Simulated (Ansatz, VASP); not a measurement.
**One calculation of TaN, two programs**

```xyz
2
Lattice="0.0000 2.2113 2.2113 2.2113 0.0000 2.2113 2.2113 2.2113 0.0000" Properties=species:S:1:pos:R:3 pbc="T T T"
Ta    2.2113    2.2113    2.2113
N     0.0000    0.0000    0.0000
```

Alike in both runs: functional revPBE; k mesh 10 × 10 × 10; occupations fermi-dirac, width 0.05 eV; no spin polarisation.

|  | VASP | Ansatz |
| --- | --- | --- |
| version | VASP 6.6.1 | Ansatz 0.2.0 |
| potentials or method | VASP PAW PBE potentials, release 64 (Ta_pv, N), cutoff 520 eV | all-electron LAPW, scalar-relativistic |
| task | single point | band structure |

|  | VASP | Ansatz | Ansatz less VASP |
| --- | --- | --- | --- |
| gap on the k mesh at the Fermi level (eV) | none | none | - |
| pressure (GPa) | 2.8 | 2.2 | -0.58 |

VASP's potentials were made for PBE, not for revPBE. A gap of «none» marks a metal or a gap that the smearing closes. Ansatz ran all-electron here, and VASP with PAW potentials.

Neither program's run includes spin-orbit coupling.
